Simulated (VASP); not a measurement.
Write the native input for VASP 6.6.1 that does the following.

```
Task                   : single point
Functional             : PBE
Potentials or basis    : VASP PAW PBE potentials, release 64 (Zn, F)
Cutoff                 : 520 eV
k mesh                 : 6 × 6 × 6
Occupations            : gaussian, width 0.1 eV
Spin                   : no spin polarisation
Dipole correction      : no
Further INCAR settings : ALGO = Normal; EDIFF = 1e-06; NBANDS = 53
```

The structure of Zn3F lies in POSCAR:

```
Zn3F
1.0
    6.0139991353      0.0000000000      0.0000000000
   -3.0069995676      5.2082760295      0.0000000000
    0.0000000000      0.0000000000      3.4068101426
Zn F
6 2
Direct
    0.3850600000      0.2987800000      0.2500000000
    0.0862800000      0.3850600000      0.7500000000
    0.7012200000      0.0862800000      0.2500000000
    0.6149400000      0.7012200000      0.7500000000
    0.9137200000      0.6149400000      0.2500000000
    0.2987800000      0.9137200000      0.7500000000
    0.3333333333      0.6666666667      0.2500000000
    0.6666666667      0.3333333333      0.7500000000
```

One way to write it, as run:

INCAR

```
  PREC = Accurate
  ENCUT = 520
  EDIFF = 1E-6
  ISMEAR = 0
  SIGMA = 0.1
  LREAL = F
  LASPH = T
  NELM = 80
  ALGO = Normal
  ISIF = 2
  LWAVE = F
  LCHARG = F
  GGA = PE
  NBANDS = 53
```

KPOINTS

```
Automatic mesh
0
Gamma
  6 6 6
```

Potentials or basis: VASP PAW PBE potentials, release 64 (Zn, F).

Command:

```sh
$ cat potpaw_PBE.64/Zn/POTCAR potpaw_PBE.64/F/POTCAR > POTCAR
$ mpirun -np 1 vasp_std > vasp.out
```

Results of the run:

| Item | Value |
| --- | --- |
| Pressure | 17.4 GPa |
| Largest force | 1.369 eV/Å |
| Band gap on the k mesh | zero (bands 43 and 44 overlap by 1.85 eV) |

Caveat: the cell stands under pressure; forces of over 1 eV/Å act on the atoms, so gaps and moduli don't describe the material at rest.

It took 79 s on 1 thread of Intel(R) Xeon(R) 6975P-C (Granite Rapids), on a shared host, peak memory 0.31 GiB.
